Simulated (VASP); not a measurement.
Here is a VASP 6.6.1 calculation.

Contents of INCAR:

```
ALGO = Fast
EDIFF = 1E-7
ENCUT = 520
GGA = PS
ISIF = 2
ISMEAR = 0
ISPIN = 2
LASPH = T
LCHARG = T
LELF = T
LMAXMIX = 4
LORBIT = 11
LREAL = F
LVHAR = T
LWAVE = F
MAGMOM = 1.79 1.79
NBANDS = 20
NELM = 150
PREC = Accurate
SIGMA = 0.15
```

File KPOINTS:

```
k-points
0
Gamma
  21 21 12
```

File POSCAR:

```
Co
1.0
    2.4064000000      0.0000000000      0.0000000000
   -1.2032000000      2.0840035317      0.0000000000
    0.0000000000      0.0000000000      4.4434000000
Co
2
Direct
    0.3333333333      0.6666666667      0.2500000000
    0.6666666667      0.3333333333      0.7500000000
```

Potentials or basis: VASP PAW PBE potentials, release 64 (Co).

Command:

```console
$ cat potpaw_PBE.64/Co/POTCAR > POTCAR
$ mpirun -np 1 vasp_std > vasp.out
```

Problem. What does it give for the pressure?

Solution. -11.0 GPa.

Problem. Predict the net moment.

Solution. 3.28 μB per cell.

Problem. Estimate the site moments.

Solution. Co +1.66 μB.

Stress tensor (GPa, compression positive):
```
 -0.04   0.00   0.00
  0.00  -0.04   0.00
  0.00   0.00 -32.79
```

Caveat: the stress differs along the axes, from -33 to -0 GPa; the PAW data sets were made with another functional, which shifts forces and pressure a little.
